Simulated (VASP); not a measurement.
# Pb (P6_3/mmc) in VASP: a series of runs, part 2 of 3

VASP 6.6.1. Earlier steps stand in the parts before.

**3. Electric field gradients, PBEsol (29.02 Å³/atom)**

The input, INCAR:

```
ALGO = Normal ; EDIFF = 1E-8
ENCUT = 520 ; GGA = PS
ISIF = 2 ; ISMEAR = -1
LASPH = T ; LCHARG = F
LEFG = T ; LREAL = F
LWAVE = F ; NBANDS = 21
NELM = 100 ; PREC = Accurate
SIGMA = 0.05
```

The input, KPOINTS:

```
k-points
0
Gamma
  12 12 7
```

The input, POSCAR:

```
Pb
1.0
    3.4683618054      0.0000000000      0.0000000000
   -1.7341809027      3.0036894329      0.0000000000
    0.0000000000      0.0000000000      5.5713042082
Pb
2
Direct
    0.3333333333      0.6666666667      0.2500000000
    0.6666666667      0.3333333333      0.7500000000
```

Potentials or basis: VASP PAW PBE potentials, release 64 (Pb_d).

Command:

```bash
$ cat potpaw_PBE.64/Pb_d/POTCAR > POTCAR
$ mpirun -np 1 vasp_std > vasp.out
```

OUTCAR:

```text
EDIFF = 1E-8
   ENCUT = 520
   GGA = PS
   ISIF = 2
   ISMEAR = -1
   LASPH = T
   LREAL = F
   NELM = 100
   PREC = Accurate

 ion  position               nearest neighbor table
   1  0.333  0.667  0.250-   2 3.43   2 3.43   2 3.43   2 3.43   2 3.43   2 3.43
   2  0.667  0.333  0.750-   1 3.43   1 3.43   1 3.43   1 3.43   1 3.43   1 3.43

  LATTYP: Found a hexagonal cell.
 ALAT       =     3.4683618054
 C/A-ratio  =     1.6063215203

  Lattice vectors:

 A1 = (   3.4683618054,   0.0000000000,   0.0000000000)
 A2 = (  -1.7341809027,   3.0036894329,   0.0000000000)
 A3 = (   0.0000000000,   0.0000000000,   5.5713042082)

Analysis of symmetry for initial positions (statically):
=====================================================================
 Subroutine PRICEL returns:
 Original cell was already a primitive cell.

 Routine SETGRP: Setting up the symmetry group for a
 hexagonal supercell.

 Subroutine GETGRP returns: Found 24 space group operations
 (whereof 12 operations were pure point group operations)
 out of a pool of 24 trial point group operations.

The static configuration has the point symmetry D_3d.
 The point group associated with its full space group is D_6h.

Analysis of symmetry for dynamics (positions and initial velocities):
=====================================================================
 Subroutine PRICEL returns:
 Original cell was already a primitive cell.

 Routine SETGRP: Setting up the symmetry group for a
 hexagonal supercell.

 Subroutine GETGRP returns: Found 24 space group operations
 (whereof 12 operations were pure point group operations)
 out of a pool of 24 trial point group operations.

The dynamic configuration has the point symmetry D_3d.
 The point group associated with its full space group is D_6h.

 Subroutine INISYM returns: Found 24 space group operations
 (whereof 12 operations are pure point group operations),
 and found     1 'primitive' translations

----------------------------------------------------------------------------------------

                                     Primitive cell

  volume of cell :      58.0412

  direct lattice vectors                    reciprocal lattice vectors
     3.468361805  0.000000000  0.000000000     0.288320555  0.166461950  0.000000000
    -1.734180903  3.003689433  0.000000000     0.000000000  0.332923900  0.000000000
     0.000000000  0.000000000  5.571304208     0.000000000  0.000000000  0.179491186

  length of vectors
     3.468361805  3.468361805  5.571304208     0.332923900  0.332923900  0.179491186

  position of ions in fractional coordinates (direct lattice)
     0.333333333  0.666666667  0.250000000
     0.666666667  0.333333333  0.750000000

  ion indices of the primitive-cell ions
   primitive index   ion index
                 1           1
                 2           2

[... 76 lines left out ...]
   NFREE  =      0    steps in history (QN), initial steepest desc. (CG)
   ISIF   =      2    stress and relaxation
   ISYM   =      2    0-nonsym 1-usesym 2-fastsym
   POTIM  = 0.5000    time-step for ionic-motion
   TEBEG  =    0.0;   TEEND  =   0.0 temperature during run
   PSTRESS=    0.0 pullay stress
   NELECT =      28.0000    total number of electrons
   NUPDOWN=      -1.0000    fix difference up-down
   EMIN   =  10.00;   EMAX   =-10.00  energy-range for DOS
   EFERMI =   0.00;   METHOD = LEGACY
   ISMEAR =    -1;   SIGMA  =   0.05  broadening in eV -4-tet -1-fermi 0-gaus
   EFERMI_NEDOS =   21; number of points for ismear=-14 and -15
   IALGO  =     38    algorithm
   IMIX   =      4    mixing-type and parameters
     AMIX     =   0.40;   BMIX     =  1.00
     AMIX_MAG =   1.60;   BMIX_MAG =  1.00
  volume/ion in A,a.u.               =      29.02       195.84
  Fermi-wavevector in a.u.,A,eV,Ry     =   1.283952  2.426317 22.429645  1.648532
  Thomas-Fermi vector in A             =   2.416174
   LORBIT       =      0    0 simple, 1 ext, 2 COOP (PROOUT), +10 PAW based schemes
   GGA     = PS    functional components
   LHFCALC =     F    Hartree Fock is set to
   AEXX    =    0.0000 exact exchange contribution
   IVDW    =     0    specifies the selected vdW correction
   LEPSILON=     F    determine dielectric tensor
   LRPA    =     F    only Hartree local field effects (RPA)
 non-spin polarized calculation
  energy-cutoff  :      520.00
  volume of cell :       58.04
 maximum number of plane-waves:      1583
 NGX is ok and might be reduce to    28
   NGX = 13   NGY = 13   NGZ = 21

 number of electron      28.0000006 magnetization

 Free energy of the ion-electron system (eV)
  ---------------------------------------------------
  ext. energy  EPLUGINS =         0.00000000
  ---------------------------------------------------
  free energy    TOTEN  =        -7.95549833 eV

  energy without entropy =       -7.94441235  energy(sigma->0) =       -7.94995534

 E-fermi :   7.5746     XC(G=0): -10.5558

 val. band max:        7.5666709248   @ k =   0.3333   0.2500   0.0000
 cond. band min:       7.5799517032   @ k =   0.3333   0.0833   0.0000
 fundamental gap:      0.0132807784
 Fermi energy:         7.5746161295

 k-point     1 :       0.0000    0.0000    0.0000
  band No.  band energies     occupation
      1      -9.4735      2.00000
      2      -9.4209      2.00000
      3      -9.3984      2.00000
      4      -9.3984      2.00000
      5      -9.3723      2.00000
      6      -9.3723      2.00000
[... 565 lines left out ...]
     20      15.8765      0.00000
     21      18.0604      0.00000

 [... further k-points ...]

------------------------ aborting loop because EDIFF is reached ----------------------------------------

  FORCE on cell =-STRESS in cart. coord.  units (eV):
  Direction    XX          YY          ZZ          XY          YZ          ZX
  --------------------------------------------------------------------------------------
  -------------------------------------------------------------------------------------
  Total        0.4837606      0.4837606      0.4927725      0.0000000      0.0000000     -0.0000000
  in kB       13.3537987     13.3537987     13.6025627      0.0000000      0.0000000     -0.0000000
  external PRESSURE =      13.4367200 kB  Pullay stress =       0.0000000 kB

 VOLUME and BASIS-vectors are now :
 -----------------------------------------------------------------------------
  energy-cutoff  :      520.00
  volume of cell :       58.04
      direct lattice vectors                 reciprocal lattice vectors
     3.468361805  0.000000000  0.000000000     0.288320555  0.166461950  0.000000000
    -1.734180903  3.003689433  0.000000000     0.000000000  0.332923900  0.000000000
     0.000000000  0.000000000  5.571304208     0.000000000  0.000000000  0.179491186

 POSITION                                       TOTAL-FORCE (eV/Angst)
 -----------------------------------------------------------------------------------
     -0.00000      2.00246      1.39283         0.000000     -0.000000      0.000000
      1.73418      1.00123      4.17848        -0.000000      0.000000      0.000000
 -----------------------------------------------------------------------------------
    total drift:                               -0.000000      0.000000      0.000000

  FREE ENERGIE OF THE ION-ELECTRON SYSTEM (eV)
  ---------------------------------------------------
  free  energy   TOTEN  =        -7.9554983281 eV

  energy  without entropy=       -7.9444123538  energy(sigma->0) =       -7.94995534

 Electric field gradients (V/A^2)
---------------------------------------------------------------------
 ion       V_xx      V_yy      V_zz      V_xy      V_xz      V_yz
---------------------------------------------------------------------
   1       3.408     3.408    -6.816    -0.000     0.000    -0.000
   2       3.408     3.408    -6.816    -0.000    -0.000     0.000
---------------------------------------------------------------------

 Electric field gradients after diagonalization (V/A^2)
 (convention: |V_zz| > |V_xx| > |V_yy|)
----------------------------------------------------------------------
 ion       V_xx      V_yy      V_zz     asymmetry (V_yy - V_xx)/ V_zz
----------------------------------------------------------------------
   1       3.408     3.408    -6.816       0.000
   2       3.408     3.408    -6.816       0.000
----------------------------------------------------------------------

           NMR quadrupolar parameters

 Cq : quadrupolar parameter    Cq=e*Q*V_zz/h
 eta: asymmetry parameters     (V_yy - V_xx)/ V_zz
 Q  : nuclear electric quadrupole moment in mb (millibarn)
----------------------------------------------------------------------
 ion       Cq(MHz)       eta       Q (mb)
----------------------------------------------------------------------
   1      -0.016       0.000       1.000
   2      -0.016       0.000       1.000
----------------------------------------------------------------------
```

stdout:

```text
POSCAR found type information on POSCAR Pb
 POSCAR found :  1 types and       2 ions
 scaLAPACK will be used
 -----------------------------------------------------------------------------
|                                                                             |
|                                                                             |
|     You enforced a specific xc type in the INCAR file but a different       |
|     I HOPE YOU KNOW WHAT YOU ARE DOING!                                     |
|                                                                             |
 -----------------------------------------------------------------------------

 LDA part: xc-table for (Slater+PW92), standard interpolation
 POSCAR, INCAR and KPOINTS ok, starting setup
 FFT: planning ... GRIDC
 FFT: planning ... GRID_SOFT
 FFT: planning ... GRID
 WAVECAR not read
 entering main loop
ion   1

ion   2
```

It took 55 s on 1 thread of Intel Xeon 6975P-C (Granite Rapids), shared host; peak memory 0.21 GiB.

Results:

| Quantity | Value |
| --- | --- |
| Free energy | -7.9555 eV |
| Pressure | 1.3 GPa |
| Band gap on the k mesh | zero (bands 14 and 15 overlap by 7.80 eV) |
| Largest electric field gradient by atom | Pb -6.8 V/Å² |

Electric field gradients, principal values (V/Å²):
```
atom  least  middle  greatest (by size)
1 Pb  3.408   3.408              -6.816
2 Pb  3.408   3.408              -6.816
```

Caveat: without QUAD_EFG the Cq values of the log hold for a quadrupole moment of 1 mb, not for the nuclei; the PAW data sets were made with another functional, which shifts forces and pressure a little; spin-orbit coupling is left out, which moves the levels of the heavy elements.

(Part 2 of 3 ends here.)
